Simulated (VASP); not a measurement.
# BN (P6_3/mmc) in VASP: further runs

Aim: see how the results for BN move with the level of theory and the settings. Levels: PBE, r2SCAN. Tasks: single point.

Everything below comes from runs of VASP 6.6.1. Logs are shortened: lines on timing, memory, paths and dates and some standing lists are left out, and cuts for length are marked.

### 1 The cell of the first run

The structure is hexagonal, space group P6_3/mmc (No. 194). Conventional cell: a = 2.491 Å, b = 2.491 Å, c = 4.001 Å, α = 90.00°, β = 90.00°, γ = 120.00°. B (site symmetry -3m) has 6 N at 1.75 Å and 2 B at 2.00 Å within 2.3 Å. N (site symmetry -6m2) has 6 B at 1.75 Å within 2.3 Å.

### 2 Single point, PBE

The input, INCAR:

```
SYSTEM = BN
PREC = Accurate
ENCUT = 520
EDIFF = 1E-6
ISMEAR = 0
SIGMA = 0.01
LREAL = .False.
LASPH = .True.
NELM = 100
ALGO = Normal
ISIF = 2
LWAVE = .False.
LCHARG = .False.
GGA = PE
NBANDS = 16
```

The input, KPOINTS:

```
regular mesh
0
Gamma
  9 9 6
  0 0 0
```

The input, POSCAR:

```
BN
1.0
    2.4913353474      0.0000000000      0.0000000000
   -1.2456676737      2.1575597002      0.0000000000
    0.0000000000      0.0000000000      4.0010591824
B N
2 2
Direct
    0.0000000000      0.0000000000      0.0000000000
    0.0000000000      0.0000000000      0.5000000000
    0.3333333333      0.6666666667      0.2500000000
    0.6666666667      0.3333333333      0.7500000000
```

Potentials or basis: VASP PAW PBE potentials, release 64 (B, N).

Launch:

```console
$ cat potpaw_PBE.64/B/POTCAR potpaw_PBE.64/N/POTCAR > POTCAR
$ mpirun -np 1 vasp_std > vasp.out
```

OUTCAR:

```text
SYSTEM = BN
   PREC = Accurate
   ENCUT = 520
   EDIFF = 1E-6
   ISMEAR = 0
   LREAL = .False.
   LASPH = .True.
   NELM = 100
   ISIF = 2
   GGA = PE

 ion  position               nearest neighbor table
   1  0.000  0.000  0.000-   3 1.75   4 1.75   4 1.75   3 1.75   4 1.75   3 1.75   2 2.00   2 2.00

   2  0.000  0.000  0.500-   3 1.75   4 1.75   4 1.75   3 1.75   4 1.75   3 1.75   1 2.00   1 2.00

   3  0.333  0.667  0.250-   1 1.75   2 1.75   1 1.75   2 1.75   1 1.75   2 1.75
   4  0.667  0.333  0.750-   1 1.75   2 1.75   1 1.75   2 1.75   1 1.75   2 1.75

  LATTYP: Found a hexagonal cell.
 ALAT       =     2.4913353474
 C/A-ratio  =     1.6059898105

  Lattice vectors:

 A1 = (   2.4913353474,   0.0000000000,   0.0000000000)
 A2 = (  -1.2456676737,   2.1575597002,   0.0000000000)
 A3 = (   0.0000000000,   0.0000000000,   4.0010591824)

Analysis of symmetry for initial positions (statically):
=====================================================================
 Subroutine PRICEL returns:
 Original cell was already a primitive cell.

 Routine SETGRP: Setting up the symmetry group for a
 hexagonal supercell.

 Subroutine GETGRP returns: Found 24 space group operations
 (whereof 12 operations were pure point group operations)
 out of a pool of 24 trial point group operations.

The static configuration has the point symmetry D_3d.
 The point group associated with its full space group is D_6h.

Analysis of symmetry for dynamics (positions and initial velocities):
=====================================================================
 Subroutine PRICEL returns:
 Original cell was already a primitive cell.

 Routine SETGRP: Setting up the symmetry group for a
 hexagonal supercell.

 Subroutine GETGRP returns: Found 24 space group operations
 (whereof 12 operations were pure point group operations)
 out of a pool of 24 trial point group operations.

The dynamic configuration has the point symmetry D_3d.
 The point group associated with its full space group is D_6h.

 Subroutine INISYM returns: Found 24 space group operations
 (whereof 12 operations are pure point group operations),
 and found     1 'primitive' translations

----------------------------------------------------------------------------------------

                                     Primitive cell

  volume of cell :      21.5065

  direct lattice vectors                    reciprocal lattice vectors
     2.491335347  0.000000000  0.000000000     0.401391166  0.231743298  0.000000000
    -1.245667674  2.157559700  0.000000000     0.000000000  0.463486595  0.000000000
     0.000000000  0.000000000  4.001059182     0.000000000  0.000000000  0.249933819

  length of vectors
     2.491335347  2.491335347  4.001059182     0.463486595  0.463486595  0.249933819

  position of ions in fractional coordinates (direct lattice)
     0.000000000  0.000000000  0.000000000
     0.000000000  0.000000000  0.500000000
     0.333333333  0.666666667  0.250000000
     0.666666667  0.333333333  0.750000000

  ion indices of the primitive-cell ions
   primitive index   ion index
                 1           1
                 2           2
                 3           3
                 4           4

----------------------------------------------------------------------------------------

 KPOINTS: regular mesh

Automatic generation of k-mesh.
 Grid dimensions read from file:
 generate k-points for:    9    9    6

 Generating k-lattice:

  Cartesian coordinates                     Fractional coordinates (reciprocal lattice)
     0.044599018  0.025749255  0.000000000     0.111111111  0.000000000  0.000000000
     0.000000000  0.051498511  0.000000000     0.000000000  0.111111111  0.000000000
     0.000000000  0.000000000  0.041655636     0.000000000  0.000000000  0.166666667

  Length of vectors
     0.051498511  0.051498511  0.041655636

  Shift w.r.t. Gamma in fractional coordinates (k-lattice)
     0.000000000  0.000000000  0.000000000

 Subroutine IBZKPT returns following result:
 ===========================================

 Found     48 irreducible k-points:

 Following reciprocal coordinates:
            Coordinates               Weight
  0.000000  0.000000  0.000000      1.000000
  0.111111  0.000000  0.000000      6.000000
  0.222222 -0.000000  0.000000      6.000000
  0.333333  0.000000  0.000000      6.000000
  0.444444 -0.000000  0.000000      6.000000
  0.111111  0.111111  0.000000      6.000000
[... 16 lines left out ...]
  0.333333  0.222222  0.166667     24.000000
  0.333333  0.333333  0.166667      4.000000
 [... further k-points ...]
   k-points           NKPTS =     48   k-points in BZ     NKDIM =     48   number of bands    NBANDS=     16
   number of dos      NEDOS =    301   number of ions     NIONS =      4
   total plane-waves  NPLWV =  12000
   dimension x,y,z NGX =    20 NGY =   20 NGZ =   30
   dimension x,y,z NGXF=    40 NGYF=   40 NGZF=   60
   ions per type =               2   2
   NGX,Y,Z   is equivalent  to a cutoff of  13.35, 13.35, 12.47 a.u.
   NGXF,Y,Z  is equivalent  to a cutoff of  26.69, 26.69, 24.93 a.u.
 SYSTEM =  BN
   PREC   = accura    normal or accurate (medium, high low for compatibility)
   ISTART =      0    job   : 0-new  1-cont  2-samecut
   ICHARG =      2    charge: 1-file 2-atom 10-const
   ISPIN  =      1    spin polarized calculation?
   LNONCOLLINEAR =      F non collinear calculations
   LSORBIT =      F    spin-orbit coupling
   LASPH  =      T    aspherical Exc in radial PAW
   ENCUT  =  520.0 eV  38.22 Ry    6.18 a.u.   4.63  4.63  7.44*2*pi/ulx,y,z
   NELM   =    100;   NELMIN=  2; NELMDL= -5     # of ELM steps
   EDIFF  = 0.1E-05   stopping-criterion for ELM
   LREAL  =      F    real-space projection
[... 7 lines left out ...]
   TEBEG  =    0.0;   TEEND  =   0.0 temperature during run
   PSTRESS=    0.0 pullay stress
   NELECT =      16.0000    total number of electrons
   NUPDOWN=      -1.0000    fix difference up-down
   EMIN   =  10.00;   EMAX   =-10.00  energy-range for DOS
   EFERMI =   0.00;   METHOD = LEGACY
   ISMEAR =     0;   SIGMA  =   0.01  broadening in eV -4-tet -1-fermi 0-gaus
   EFERMI_NEDOS =   21; number of points for ismear=-14 and -15
   IALGO  =     38    algorithm
   IMIX   =      4    mixing-type and parameters
     AMIX     =   0.40;   BMIX     =  1.00
     AMIX_MAG =   1.60;   BMIX_MAG =  1.00
  volume/ion in A,a.u.               =       5.38        36.28
  Fermi-wavevector in a.u.,A,eV,Ry     =   1.483400  2.803219 29.939272  2.200474
  Thomas-Fermi vector in A             =   2.597066
   LORBIT       =      0    0 simple, 1 ext, 2 COOP (PROOUT), +10 PAW based schemes
   GGA     = PE    functional components
   LHFCALC =     F    Hartree Fock is set to
   AEXX    =    0.0000 exact exchange contribution
   IVDW    =     0    specifies the selected vdW correction
   LEPSILON=     F    determine dielectric tensor
   LRPA    =     F    only Hartree local field effects (RPA)
 non-spin polarized calculation
 Gauss-broadening in eV      SIGMA  =   0.01
  energy-cutoff  :      520.00
  volume of cell :       21.51
 maximum number of plane-waves:       590
 NGX is ok and might be reduce to    20
   NGX =  9   NGY =  9   NGZ = 15

 number of electron      15.9999997 magnetization

 Free energy of the ion-electron system (eV)
  ---------------------------------------------------
  ext. energy  EPLUGINS =         0.00000000
  ---------------------------------------------------
  free energy    TOTEN  =       -27.84230341 eV

  energy without entropy =      -27.84230341  energy(sigma->0) =      -27.84230341

 E-fermi :  10.1659     XC(G=0): -13.6620

 val. band max:       10.1037255127   @ k =   0.2222  -0.0000   0.0000
 cond. band min:      11.7177691923   @ k =   0.3333   0.3333   0.0000
 fundamental gap:      1.6140436796
 Fermi energy:        10.1659154536

 k-point     1 :       0.0000    0.0000    0.0000
  band No.  band energies     occupation
      1     -12.1713      2.00000
      2      -7.0427      2.00000
      3      -2.0625      2.00000
      4       8.6807      2.00000
      5       8.6807      2.00000
      6       9.4609      2.00000
[... 8 lines left out ...]
     15      24.8934      0.00000
     16      25.2615      0.00000

 k-point     2 :       0.1111    0.0000    0.0000
  band No.  band energies     occupation
      1     -11.8676      2.00000
      2      -6.7619      2.00000
      3      -1.7948      2.00000
      4       6.6198      2.00000
      5       7.5734      2.00000
      6       8.7944      2.00000
[... 8 lines left out ...]
     15      24.1552      0.00000
     16      25.3000      0.00000

 k-point     3 :       0.2222   -0.0000    0.0000
  band No.  band energies     occupation
      1     -10.9660      2.00000
      2      -5.9642      2.00000
      3      -1.0061      2.00000
      4       3.2502      2.00000
      5       6.1600      2.00000
      6       6.5772      2.00000
[... 8 lines left out ...]
     15      22.9646      0.00000
     16      24.8757      0.00000

 k-point     4 :       0.3333    0.0000    0.0000
  band No.  band energies     occupation
      1      -9.5106      2.00000
      2      -4.9319      2.00000
      3       0.2190      2.00000
      4       0.2298      2.00000
      5       3.8433      2.00000
      6       5.0788      2.00000
[... 8 lines left out ...]
     15      23.1251      0.00000
     16      25.6703      0.00000
[... 324 lines left out ...]
 k-point    22 :       0.2222    0.2222    0.1667
  band No.  band energies     occupation
      1      -8.4742      2.00000
      2      -4.9269      2.00000
      3       0.3371      2.00000
      4       0.7797      2.00000
      5       2.1406      2.00000
      6       4.9641      2.00000
[... 8 lines left out ...]
     15      22.9290      0.00000
     16      23.4386      0.00000

 k-point    23 :       0.3333    0.2222    0.1667
  band No.  band energies     occupation
      1      -6.7330      2.00000
      2      -4.7277      2.00000
      3      -0.8924      2.00000
      4       0.2883      2.00000
      5       1.9448      2.00000
      6       3.9171      2.00000
[... 8 lines left out ...]
     15      23.7060      0.00000
     16      24.6754      0.00000

 k-point    24 :       0.3333    0.3333    0.1667
  band No.  band energies     occupation
      1      -5.3133      2.00000
      2      -5.3133      2.00000
      3      -1.5287      2.00000
      4       1.0613      2.00000
      5       2.0141      2.00000
      6       2.0141      2.00000
[... 8 lines left out ...]
     15      24.4261      0.00000
     16      24.4261      0.00000

 [... further k-points ...]

------------------------ aborting loop because EDIFF is reached ----------------------------------------

  FORCE on cell =-STRESS in cart. coord.  units (eV):
  Direction    XX          YY          ZZ          XY          YZ          ZX
  --------------------------------------------------------------------------------------
  -------------------------------------------------------------------------------------
  Total        0.5093246      0.5093246      0.7954932      0.0000000      0.0000000      0.0000000
  in kB       37.9433095     37.9433095     59.2621060      0.0000000      0.0000000      0.0000000
  external PRESSURE =      45.0495750 kB  Pullay stress =       0.0000000 kB

 VOLUME and BASIS-vectors are now :
 -----------------------------------------------------------------------------
  energy-cutoff  :      520.00
  volume of cell :       21.51
      direct lattice vectors                 reciprocal lattice vectors
     2.491335347  0.000000000  0.000000000     0.401391166  0.231743298  0.000000000
    -1.245667674  2.157559700  0.000000000     0.000000000  0.463486595  0.000000000
     0.000000000  0.000000000  4.001059182     0.000000000  0.000000000  0.249933819

 POSITION                                       TOTAL-FORCE (eV/Angst)
 -----------------------------------------------------------------------------------
      0.00000      0.00000      0.00000        -0.000000      0.000000      0.000000
      0.00000      0.00000      2.00053        -0.000000      0.000000      0.000000
     -0.00000      1.43837      1.00026         0.000000     -0.000000      0.000000
      1.24567      0.71919      3.00079         0.000000     -0.000000     -0.000000
 -----------------------------------------------------------------------------------
    total drift:                                0.000000     -0.000000      0.000000

  FREE ENERGIE OF THE ION-ELECTRON SYSTEM (eV)
  ---------------------------------------------------
  free  energy   TOTEN  =       -27.8423034053 eV

  energy  without entropy=      -27.8423034053  energy(sigma->0) =      -27.84230341
```

It took 6.1 s on 1 thread of AMD EPYC 9R45 (Zen 5), shared host; peak memory 0.1 GiB.

What came out:

* Free energy: -27.8423 eV
* Pressure: 4.5 GPa
* Band gap on the k mesh: 1.61 eV, indirect (least direct gap 5.20 eV)

A k mesh can miss the band edges. A hybrid or GW would open this gap; PBE tends to underestimate it.

### 3 Single point, PBE

The input, INCAR:

```
PREC     = Accurate       # precision mode
ENCUT    = 520            # plane-wave cutoff, eV
EDIFF    = 1E-6           # SCF threshold, eV
ISMEAR   = 0              # smearing method
SIGMA    = 0.01           # smearing width, eV
LREAL    = False          # projectors in reciprocal space
LASPH    = True           # aspherical terms in the spheres
NELM     = 80             # most SCF steps
ALGO     = Normal         # electronic algorithm
ISIF     = 2              # what is computed and relaxed
LWAVE    = False          # write WAVECAR
LCHARG   = True           # write CHGCAR
GGA      = PE             # functional
LELF     = True           # ELF
LVHAR    = True         
NBANDS   = 16             # bands
```

The input, KPOINTS:

```
Automatic mesh
0
Gamma
  9 9 6
```

POSCAR is that of step 2.

Potentials or basis: VASP PAW PBE potentials, release 64 (B, N).

Launch:

```console
$ cat potpaw_PBE.64/B/POTCAR potpaw_PBE.64/N/POTCAR > POTCAR
$ mpirun -np 1 vasp_std > vasp.out
```

Wall time 6.3 s (1 thread of AMD EPYC 9R45 (Zen 5), shared host); peak memory 0.1 GiB.

Results (log left out):

- Free energy: -27.8423 eV
- Pressure: 4.5 GPa
- Band gap on the k mesh: 1.61 eV, indirect (least direct gap 5.20 eV)

Stress tensor (GPa, compression positive):
```
3.79 0.00 0.00
0.00 3.79 0.00
0.00 0.00 5.93
```

Levels at points of the mesh, in eV from the valence-band top:
| k point | band 4 | band 5 | band 6 | band 7 | band 8 | band 9 | band 10 | band 11 | band 12 | band 13 |
| --- | --- | --- | --- | --- | --- | --- | --- | --- | --- | --- |
| (0.00, 0.00, 0.00) | -1.42 | -1.42 | -0.64 | -0.64 | -0.15 | 5.85 | 8.19 | 8.38 | 8.38 | 8.70 |
| (0.00, 0.00, 0.50) | -5.99 | -0.92 | -0.92 | -0.92 | -0.92 | 7.12 | 7.12 | 7.82 | 7.82 | 7.82 |

A k mesh can miss the band edges. Expect the measured gap to be larger: semilocal functionals such as PBE lack the derivative discontinuity.

### 4 Single point, r2SCAN

POSCAR is that of step 3.

The input, INCAR.step1:

```
PREC     = Accurate       # precision mode
ENCUT    = 520            # plane-wave cutoff, eV
ISMEAR   = 0              # smearing method
SIGMA    = 0.01           # smearing width, eV
LREAL    = F              # projectors in reciprocal space
LASPH    = T              # aspherical terms in the spheres
NELM     = 60             # most SCF steps
NBANDS   = 16             # bands
GGA      = PE             # functional
ALGO     = Normal         # electronic algorithm
EDIFF    = 1E-4           # SCF threshold, eV
LWAVE    = T              # write WAVECAR
LCHARG   = F              # write CHGCAR
```

The input, INCAR.step2:

```
PREC     = Accurate       # precision mode
ENCUT    = 520            # plane-wave cutoff, eV
EDIFF    = 1E-6           # SCF threshold, eV
ISMEAR   = 0              # smearing method
SIGMA    = 0.01           # smearing width, eV
LREAL    = F              # projectors in reciprocal space
LASPH    = T              # aspherical terms in the spheres
NELM     = 60             # most SCF steps
ALGO     = Normal         # electronic algorithm
ISIF     = 2              # what is computed and relaxed
LWAVE    = F              # write WAVECAR
LCHARG   = F              # write CHGCAR
METAGGA  = R2SCAN         # meta-GGA
LMIXTAU  = T            
NBANDS   = 16             # bands
ISTART   = 1
```

KPOINTS is that of step 3.

Launch:

```console
$ cat potpaw_PBE.64/B/POTCAR potpaw_PBE.64/N/POTCAR > POTCAR
$ cp INCAR.step1 INCAR
$ mpirun -np 1 vasp_std > vasp.out
$ cp INCAR.step2 INCAR
$ mpirun -np 1 vasp_std > vasp.out
```

Wall time 27 s (1 thread of AMD EPYC 9R45 (Zen 5), shared host); peak memory 0.11 GiB.

Results (log left out):

```
Free energy            : -30.8370 eV
Pressure               : 0.3 GPa
Band gap on the k mesh : 1.85 eV, indirect (least direct gap 5.67 eV)
```

Stress tensor (GPa, compression positive):
```
0.40 0.00 0.00
0.00 0.40 0.00
0.00 0.00 0.23
```

Levels at points of the mesh, in eV from the valence-band top:
| k point | band 4 | band 5 | band 6 | band 7 | band 8 | band 9 | band 10 | band 11 | band 12 | band 13 |
| --- | --- | --- | --- | --- | --- | --- | --- | --- | --- | --- |
| (0.00, 0.00, 0.00) | -1.41 | -1.41 | -0.68 | -0.68 | -0.12 | 6.38 | 8.70 | 9.27 | 9.27 | 9.47 |
| (0.00, 0.00, 0.50) | -6.26 | -0.93 | -0.93 | -0.93 | -0.93 | 7.68 | 7.68 | 8.57 | 8.57 | 8.57 |

Caveat: the PAW data sets were made with another functional, which shifts forces and pressure a little.

### 5 Single point, r2SCAN

POSCAR is that of step 4.

The input, INCAR.step1:

```
SYSTEM = BN
ALGO = Normal ; EDIFF = 1E-4
ENCUT = 520 ; GGA = PE
ISMEAR = 0 ; LASPH = .TRUE.
LCHARG = .FALSE. ; LREAL = .FALSE.
LWAVE = .TRUE. ; NBANDS = 16
NELM = 100 ; PREC = Accurate
SIGMA = 0.01
```

The input, INCAR.step2:

```
SYSTEM = BN
ALGO = Normal ; EDIFF = 1E-6
ENCUT = 520 ; ISIF = 2
ISMEAR = 0 ; ISTART = 1
LASPH = .TRUE. ; LCHARG = .FALSE.
LMIXTAU = .TRUE. ; LREAL = .FALSE.
LWAVE = .FALSE. ; METAGGA = R2SCAN
NBANDS = 16 ; NELM = 100
PREC = Accurate ; SIGMA = 0.01
```

The input, KPOINTS:

```
k-points
0
G
  9 9 6
  0 0 0
```

Launch:

```console
$ cat potpaw_PBE.64/B/POTCAR potpaw_PBE.64/N/POTCAR > POTCAR
$ cp INCAR.step1 INCAR
$ mpirun -np 1 vasp_std > vasp.out
$ cp INCAR.step2 INCAR
$ mpirun -np 1 vasp_std > vasp.out
```

It took 27 s on 1 thread of AMD EPYC 9R45 (Zen 5), shared host; peak memory 0.11 GiB.

The run converged. Its results:

| Item | Value |
| --- | --- |
| Free energy | -30.8370 eV |
| Pressure | 0.3 GPa |
| Band gap on the k mesh | 1.85 eV, indirect (least direct gap 5.67 eV) |

Stress tensor (GPa, compression positive):
```
0.40 0.00 0.00
0.00 0.40 0.00
0.00 0.00 0.23
```

Levels at points of the mesh, in eV from the valence-band top:
```
           k point  band 6  band 7  band 8  band 9  band 10  band 11
(0.00, 0.00, 0.00)   -0.68   -0.68   -0.12    6.38     8.70     9.27
(0.00, 0.00, 0.50)   -0.93   -0.93   -0.93    7.68     7.68     8.57
```

Caveat: the PAW data sets were made with another functional, which shifts forces and pressure a little.
